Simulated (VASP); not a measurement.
A run of VASP 6.6.1:

POSCAR

```
GeSb4Te7
1.0
    4.2893002584      0.0000000000      0.0000000000
   -2.1446501292      3.7146429882      0.0000000000
    0.0000000000      0.0000000000     24.6377784500
Ge Sb Te
1 4 7
Direct
    0.0000000000      0.0000000000      0.5000000000
    0.6666666700      0.3333333300      0.9188986200
    0.3333333300      0.6666666700      0.3497515000
    0.3333333300      0.6666666700      0.0811013800
    0.6666666700      0.3333333300      0.6502485000
    0.3333333300      0.6666666700      0.8497318700
    0.6666666700      0.3333333300      0.1502681300
    0.0000000000      0.0000000000      0.7189782900
    0.6666666700      0.3333333300      0.4313943000
    0.3333333300      0.6666666700      0.5686057000
    0.0000000000      0.0000000000      0.0000000000
    0.0000000000      0.0000000000      0.2810217100
```

INCAR.step1

```
SYSTEM = GeSb4Te7
ALGO     = Normal         ! electronic algorithm
EDIFF    = 1E-4           ! SCF threshold, eV
ENCUT    = 520            ! plane-wave cutoff, eV
GGA      = PE             ! functional
ISMEAR   = 0              ! smearing method
LASPH    = .True.         ! aspherical terms in the spheres
LCHARG   = .False.        ! write CHGCAR
LREAL    = .False.        ! projectors in reciprocal space
LWAVE    = .True.         ! write WAVECAR
NBANDS   = 50             ! bands
NELM     = 100            ! most SCF steps
PREC     = Accurate       ! precision mode
SIGMA    = 0.1            ! smearing width, eV
```

Contents of INCAR.step2:

```
SYSTEM = GeSb4Te7
ALGO     = Normal         ! electronic algorithm
EDIFF    = 1E-6           ! SCF threshold, eV
ENCUT    = 520            ! plane-wave cutoff, eV
ISIF     = 2              ! what is computed and relaxed
ISMEAR   = 0              ! smearing method
ISTART   = 1            
LASPH    = .True.         ! aspherical terms in the spheres
LCHARG   = .True.         ! write CHGCAR
LELF     = .True.         ! ELF
LMIXTAU  = .True.       
LREAL    = .False.        ! projectors in reciprocal space
LVHAR    = .True.       
LWAVE    = .False.        ! write WAVECAR
METAGGA  = R2SCAN         ! meta-GGA
NBANDS   = 50             ! bands
NELM     = 100            ! most SCF steps
PREC     = Accurate       ! precision mode
SIGMA    = 0.1            ! smearing width, eV
```

File KPOINTS:

```
k-points
0
Gamma
  6 6 1
  0 0 0
```

Potentials or basis: VASP PAW PBE potentials, release 64 (Ge_d, Sb, Te).

Command:

```console
$ cat potpaw_PBE.64/Ge_d/POTCAR potpaw_PBE.64/Sb/POTCAR potpaw_PBE.64/Te/POTCAR > POTCAR
$ cp INCAR.step1 INCAR
$ mpirun -np 1 vasp_std > vasp.out
$ cp INCAR.step2 INCAR
$ mpirun -np 1 vasp_std > vasp.out
```

Hardware: 1 thread of Intel(R) Xeon(R) 6975P-C (Granite Rapids) (shared host).

**Question.** How long does it take, and how much memory?

**Answer.** It took 6.7 min on 1 thread of Intel(R) Xeon(R) 6975P-C (Granite Rapids) (shared host), peak memory 0.57 GiB. Counts: k points 7.
